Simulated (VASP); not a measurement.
# Al4Cd (F-43m) in VASP: a series of runs, part 2 of 2

VASP 6.6.1. The steps go on from the part before.

## (3) Single point, PBE

This run uses another cell than the first one, of 22.60 Å³/atom, 2.034 times its volume.

Input file INCAR:

```
SYSTEM = Al4Cd
  PREC = Accurate
  ENCUT = 520
  EDIFF = 1E-7
  ISMEAR = 0
  SIGMA = 0.1
  LREAL = .FALSE.
  LASPH = .TRUE.
  NELM = 100
  ALGO = Normal
  ISIF = 2
  LWAVE = .FALSE.
  LCHARG = .FALSE.
  GGA = PE
  NBANDS = 20
```

Input file KPOINTS:

```
regular mesh
0
G
  6 6 6
  0 0 0
```

Input file POSCAR:

```
Al4Cd
1.0
    0.0000000000      3.8371485570      3.8371485570
    3.8371485570      0.0000000000      3.8371485570
    3.8371485570      3.8371485570      0.0000000000
Al Cd
4 1
Direct
    0.8740714902      0.8740714902      0.8740714902
    0.8740714902      0.8740714902      0.3777855294
    0.8740714902      0.3777855294      0.8740714902
    0.3777855294      0.8740714902      0.8740714902
    0.2500000000      0.2500000000      0.2500000000
```

Potentials or basis: VASP PAW PBE potentials, release 64 (Al, Cd).

The run is started by

```
cat potpaw_PBE.64/Al/POTCAR potpaw_PBE.64/Cd/POTCAR > POTCAR
mpirun -np 1 vasp_std > vasp.out
```

OUTCAR:

```text
SYSTEM = Al4Cd
   PREC = Accurate
   ENCUT = 520
   EDIFF = 1E-7
   ISMEAR = 0
   LREAL = .FALSE.
   LASPH = .TRUE.
   NELM = 100
   ISIF = 2
   GGA = PE

 ion  position               nearest neighbor table
   1  0.874  0.874  0.874-   2 2.69   3 2.69   4 2.69   4 2.73   3 2.73   2 2.73   5 3.18   5 3.18
                             5 3.18
   2  0.874  0.874  0.378-   1 2.69   3 2.69   4 2.69   3 2.73   4 2.73   1 2.73   5 3.18   5 3.18
                             5 3.18
   3  0.874  0.378  0.874-   1 2.69   2 2.69   4 2.69   4 2.73   2 2.73   1 2.73   5 3.18   5 3.18
                             5 3.18
   4  0.378  0.874  0.874-   1 2.69   2 2.69   3 2.69   3 2.73   2 2.73   1 2.73   5 3.18   5 3.18
                             5 3.18
   5  0.250  0.250  0.250-   2 3.18   3 3.18   4 3.18   1 3.18   1 3.18   1 3.18   3 3.18   3 3.18
                             4 3.18   2 3.18   2 3.18   4 3.18

  LATTYP: Found a face centered cubic cell.
 ALAT       =     7.6742971140

  Lattice vectors:

 A1 = (   0.0000000000,   3.8371485570,   3.8371485570)
 A2 = (   3.8371485570,   0.0000000000,   3.8371485570)
 A3 = (   3.8371485570,   3.8371485570,   0.0000000000)

Analysis of symmetry for initial positions (statically):
=====================================================================
 Subroutine PRICEL returns:
 Original cell was already a primitive cell.

 Routine SETGRP: Setting up the symmetry group for a
 face centered cubic supercell.

 Subroutine GETGRP returns: Found 24 space group operations
 (whereof 24 operations were pure point group operations)
 out of a pool of 48 trial point group operations.

The static configuration has the point symmetry T_d .

Analysis of symmetry for dynamics (positions and initial velocities):
=====================================================================
 Subroutine PRICEL returns:
 Original cell was already a primitive cell.

 Routine SETGRP: Setting up the symmetry group for a
 face centered cubic supercell.
[... 122 lines left out ...]
     AMIX_MAG =   1.60;   BMIX_MAG =  1.00
  volume/ion in A,a.u.               =      22.60       152.50
  Fermi-wavevector in a.u.,A,eV,Ry     =   0.976772  1.845832 12.981100  0.954084
  Thomas-Fermi vector in A             =   2.107417
   LORBIT       =      0    0 simple, 1 ext, 2 COOP (PROOUT), +10 PAW based schemes
   GGA     = PE    functional components
   LHFCALC =     F    Hartree Fock is set to
   AEXX    =    0.0000 exact exchange contribution
   IVDW    =     0    specifies the selected vdW correction
   LEPSILON=     F    determine dielectric tensor
   LRPA    =     F    only Hartree local field effects (RPA)
 non-spin polarized calculation
 Gauss-broadening in eV      SIGMA  =   0.10
  energy-cutoff  :      520.00
  volume of cell :      112.99
 maximum number of plane-waves:      3071
   NGX = 21   NGY = 21   NGZ = 21

 number of electron      24.0000008 magnetization

 Free energy of the ion-electron system (eV)
  ---------------------------------------------------
  ext. energy  EPLUGINS =         0.00000000
  ---------------------------------------------------
  free energy    TOTEN  =       -14.16866808 eV

  energy without entropy =      -14.15427245  energy(sigma->0) =      -14.16147026

 E-fermi :   4.3368     XC(G=0):  -9.1751

 val. band max:        4.3163276877   @ k =   0.1667   0.1667   0.0000
 cond. band min:       4.3784560844   @ k =  -0.3333   0.5000   0.1667
 fundamental gap:      0.0621283967
 Fermi energy:         4.3368010857

 k-point     1 :       0.0000    0.0000    0.0000
  band No.  band energies     occupation
      1      -5.2061      2.00000
      2      -4.3518      2.00000
      3      -4.3518      2.00000
      4      -4.3451      2.00000
      5      -4.3451      2.00000
      6      -4.3451      2.00000
[... 357 lines left out ...]
     19       9.5607      0.00000
     20      10.1172      0.00000

------------------------ aborting loop because EDIFF is reached ----------------------------------------

  FORCE on cell =-STRESS in cart. coord.  units (eV):
  Direction    XX          YY          ZZ          XY          YZ          ZX
  --------------------------------------------------------------------------------------
  -------------------------------------------------------------------------------------
  Total        0.0564841      0.0564841      0.0564841      0.0000000     -0.0000000      0.0000000
  in kB        0.8009046      0.8009046      0.8009046      0.0000000     -0.0000000      0.0000000
  external PRESSURE =       0.8009046 kB  Pullay stress =       0.0000000 kB

 VOLUME and BASIS-vectors are now :
 -----------------------------------------------------------------------------
  energy-cutoff  :      520.00
  volume of cell :      112.99
      direct lattice vectors                 reciprocal lattice vectors
     0.000000000  3.837148557  3.837148557    -0.130305093  0.130305093  0.130305093
     3.837148557  0.000000000  3.837148557     0.130305093 -0.130305093  0.130305093
     3.837148557  3.837148557  0.000000000     0.130305093  0.130305093 -0.130305093

 POSITION                                       TOTAL-FORCE (eV/Angst)
 -----------------------------------------------------------------------------------
      6.70788      6.70788      6.70788         0.001102      0.001102      0.001102
      4.80356      4.80356      6.70788        -0.001102     -0.001102      0.001102
      4.80356      6.70788      4.80356        -0.001102      0.001102     -0.001102
      6.70788      4.80356      4.80356         0.001102     -0.001102     -0.001102
      1.91857      1.91857      1.91857        -0.000000     -0.000000     -0.000000
 -----------------------------------------------------------------------------------
    total drift:                                0.000000      0.000000      0.000000

  FREE ENERGIE OF THE ION-ELECTRON SYSTEM (eV)
  ---------------------------------------------------
  free  energy   TOTEN  =       -14.1686680821 eV

  energy  without entropy=      -14.1542724458  energy(sigma->0) =      -14.16147026
```

It took 39 s on 1 thread of AMD EPYC 9R45 (Zen 5), shared host; peak memory 0.21 GiB.

Results:

```
Free energy            : -14.1687 eV
Pressure               : 0.1 GPa
Band gap on the k mesh : zero (band 12 reaches 6.55 eV, above the bottom of band 13 at 2.82 eV)
```

## (4) Relaxation of cell and atoms, PBE

Input file INCAR:

```
ALGO = Fast
EDIFF = 1E-7
EDIFFG = -0.04
ENCUT = 600
GGA = PE
IBRION = 2
ISIF = 3
ISMEAR = 0
LASPH = T
LCHARG = F
LREAL = F
LWAVE = F
NELM = 60
NSW = 90
PREC = Accurate
SIGMA = 0.1
```

Input file KPOINTS:

```
k-points
0
Gamma
  6 6 6
```

Input file POSCAR:

```
Al4Cd
1.0
    0.0000000000      3.0285678500      3.0285678500
    3.0285678500      0.0000000000      3.0285678500
    3.0285678500      3.0285678500      0.0000000000
Al Cd
4 1
Direct
    0.8662360800      0.8662360800      0.8662360800
    0.8662360800      0.8662360800      0.4012917500
    0.8662360800      0.4012917500      0.8662360800
    0.4012917500      0.8662360800      0.8662360800
    0.2500000000      0.2500000000      0.2500000000
```

The run is started by

```
cat potpaw_PBE.64/Al/POTCAR potpaw_PBE.64/Cd/POTCAR > POTCAR
mpirun -np 1 vasp_std > vasp.out
```

Run time: 6.3 min. Hardware: 1 thread of AMD EPYC 9R45 (Zen 5), shared host; peak memory 0.18 GiB.

Results (log left out):

```yaml
Free_energy: -14.1317 eV
Relaxed_volume: 22.51 Å³/atom
Relaxed_cell: a = 5.420 Å, b = 5.420 Å, c = 5.420 Å, α = 60.00°, β = 60.00°, γ = 60.00°
Space_group_after_relaxing_to_0.05_Å: F-43m (No. 216)
Energy_gained_by_relaxing: 3408.8 meV/atom
Ionic_steps: 18
Pressure_after_relaxing: 0.1 GPa
Largest_force_after_relaxing: 0.039 eV/Å
Band_gap_on_the_k_mesh: zero (band 12 reaches 6.59 eV, above the bottom of band 13 at 2.84 eV)
```

Forces in eV/Å, atoms in the order of the input:
```
Al  -0.023 -0.023 -0.023
Al   0.023  0.023 -0.023
Al   0.023 -0.023  0.023
Al  -0.023  0.023  0.023
Cd   0.000  0.000  0.000
```

Step by step:
| step | energy change (eV) | largest force (eV/Å) | pressure (GPa) | volume (Å³) |
| --- | --- | --- | --- | --- |
| 1 | 0.0000 | 10.4710 | 165.51 | 55.56 |
| 2 | -9.5752 | 6.4589 | 3.85 | 208.40 |
| 3 | -9.8645 | 6.5121 | 4.42 | 199.82 |
| 4 | -10.0881 | 6.5759 | 4.79 | 192.98 |
| 5 | -12.2356 | 8.5468 | 11.64 | 122.25 |
| 6 | -14.1023 | 0.0745 | -7.41 | 190.55 |
| 7 | -15.3031 | 1.3108 | -5.19 | 154.64 |
| 8 | -15.3163 | 1.4616 | -4.88 | 152.77 |
| 9 | -15.3193 | 1.6787 | -4.43 | 150.35 |
| 10 | -16.1188 | 1.7004 | -3.79 | 133.81 |
| 11 | -15.4448 | 0.4913 | 16.96 | 91.56 |
| 12 | -16.7037 | 1.6758 | -0.50 | 116.64 |
| 13 | -16.7835 | 0.9321 | 6.52 | 101.90 |
| 14 | -16.8441 | 1.3318 | 3.08 | 107.60 |
| 15 | -16.9993 | 0.6015 | 1.36 | 110.15 |
| 16 | -17.0279 | 0.0701 | 1.57 | 109.40 |
| 17 | -17.0436 | 0.0485 | -0.09 | 112.87 |
| 18 | -17.0438 | 0.0393 | 0.06 | 112.57 |

Final structure:
```yaml
crystal:
  lattice:
    - [0.00000, 3.83238, 3.83238]
    - [3.83238, 0.00000, 3.83238]
    - [3.83238, 3.83238, 0.00000]
  atoms:
    - { symbol: Al, position: [0.87424, 0.87424, 0.87424] }
    - { symbol: Al, position: [0.87424, 0.87424, 0.37728] }
    - { symbol: Al, position: [0.87424, 0.37728, 0.87424] }
    - { symbol: Al, position: [0.37728, 0.87424, 0.87424] }
    - { symbol: Cd, position: [0.25000, 0.25000, 0.25000] }
```

Levels at points of the mesh, in eV from the Fermi level:
```csv
k point,band 8,band 9,band 10,band 11,band 12,band 13,band 14,band 15,band 16
"(0.00, 0.00, 0.00)",-1.97,-1.97,-1.97,-1.53,-1.53,-1.53,-1.16,1.00,1.00
"(0.50, 0.00, 0.00)",-3.92,-2.70,-2.70,-1.47,-1.47,0.16,1.95,2.42,2.42
"(0.50, 0.50, 0.00)",-4.39,-4.10,-4.10,-2.34,2.22,2.29,2.29,3.04,3.19
```

Caveat: the volume moved by over 15 % at a fixed basis, so the end points are rough.

## (5) Overview

| task | cell | cutoff (eV) | gap on the mesh (eV) | pressure (GPa) | largest force (eV/Å) |
| --- | --- | --- | --- | --- | --- |
| single point | a = 4.283 Å, angles 60.0°, 5 atoms | 520 | none | 165.6 | 10.47 |
| single point | a = 5.427 Å, angles 60.0°, 5 atoms | 520 | none | 0.1 | - |
| relaxation of cell and atoms | relaxed from a = 4.283 Å, angles 60.0°, 5 atoms | 600 | none | 0.1 | 0.04 |

Alike in all rows: level PBE; potentials or basis VASP PAW PBE potentials, release 64 (Al, Cd); no spin polarisation; k mesh 6 × 6 × 6; smearing gaussian 0.1 eV.

Caveats: forces of over 1 eV/Å act on the atoms, so gaps and moduli don't describe the material at rest (some runs); the volume moved by over 15 % at a fixed basis, so the end points are rough (some runs).

Total energies depend on the potentials used, so only differences within one code and one set of settings carry meaning.
